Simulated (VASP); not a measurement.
SbSeBr3, 5 atoms in the cell. The structure is hexagonal, space group P-6m2 (No. 187). The conventional cell has a = 5.101 Å, b = 5.101 Å, c = 7.050 Å, α = 90.00°, β = 90.00°, γ = 120.00°. Sb (site symmetry -6m2) has 3 Se at 2.95 Å and 2 Br at 3.52 Å within 3.9 Å. Se (site symmetry -6m2) has 3 Sb at 2.95 Å and 2 Br at 3.52 Å within 3.9 Å. Br (site symmetry -6m2) has 6 Br at 2.95 Å and 2 Sb at 3.52 Å within 3.9 Å. Within 3.9 Å of Br (site symmetry -6m2) lie 6 Br at 2.95 Å. Br (site symmetry -6m2) has 6 Br at 2.95 Å and 2 Se at 3.52 Å within 3.9 Å. The cell was generated, and may not be a known phase.

- Program: VASP 6.6.1
- Task: single point
- Functional: PBE
- Potentials or basis: VASP PAW PBE potentials, release 64 (Sb, Se, Br)
- Cutoff: 520 eV
- k mesh: 6 × 6 × 2
- Occupations: gaussian, width 0.1 eV
- Spin: no spin polarisation
- Dipole correction: no
- Further INCAR settings: ALGO = Normal; EDIFF = 1e-06; NBANDS = 24

Potentials or basis: VASP PAW PBE potentials, release 64 (Sb, Se, Br).

The run is started by

```console
$ cat potpaw_PBE.64/Sb/POTCAR potpaw_PBE.64/Se/POTCAR potpaw_PBE.64/Br/POTCAR > POTCAR
$ mpirun -np 1 vasp_std > vasp.out
```

Hardware: 1 thread of Oxide Virtual Turin-like Processor, on a shared host.

Question: How long does it take, and how much memory?

Answer: Run time: 92 s on 1 thread of Oxide Virtual Turin-like Processor, on a shared host, peak memory 0.26 GiB. Counts: scf iterations 15, k points 14.
